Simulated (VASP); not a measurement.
Runs of VASP 6.6.1 on BN. Symmetry: F-43m, No. 216, cubic system. Conventional cell: a = 3.626 Å, b = 3.626 Å, c = 3.626 Å, α = 90.00°, β = 90.00°, γ = 90.00°. Within 2.1 Å of B (site symmetry -43m) lie 4 N at 1.57 Å. Within 2.1 Å of N (site symmetry -43m) lie 4 B at 1.57 Å. 

| task | level | spin | U | cell | k mesh | cutoff (eV) | smearing | gap on the mesh (eV) | pressure (GPa) |
| --- | --- | --- | --- | --- | --- | --- | --- | --- | --- |
| single point | PBE+U | off | N p U = 5.1 eV | as given | 8 × 8 × 8 | 600 | gaussian 0.01 eV | (a) | 2.0 |
| single point | PBE+U | off | N p U = 1.9 eV | as given | 12 × 12 × 12 | 600 | gaussian 0.1 eV | 4.42 | (b) |
| single point | RPBE+U | off | N p U = 3.3 eV | as given | 3 × 6 × 1, shifted | 600 | gaussian 0.1 eV | 6.54 | -23.8 |
| relaxation of the atoms | PBE | collinear, ferromagnetic start | - | atoms relaxed | 6 × 1 × 11 | 520 | gaussian 0.1 eV | 4.42 | 66.0 |

Alike in all rows: potentials or basis VASP PAW PBE potentials, release 64 (B, N).

Question: Fill in the values left out.

Answer: (a) 4.36; (b) 0.4.

Caveats: some runs use coarse meshes; the PAW data sets were made with another functional, which shifts forces and pressure a little (at least some runs); a shifted mesh leaves out Γ, where band edges can lie (at least some runs); an odd mesh through Γ misses points on the zone boundary, where band edges can lie (at least some runs).
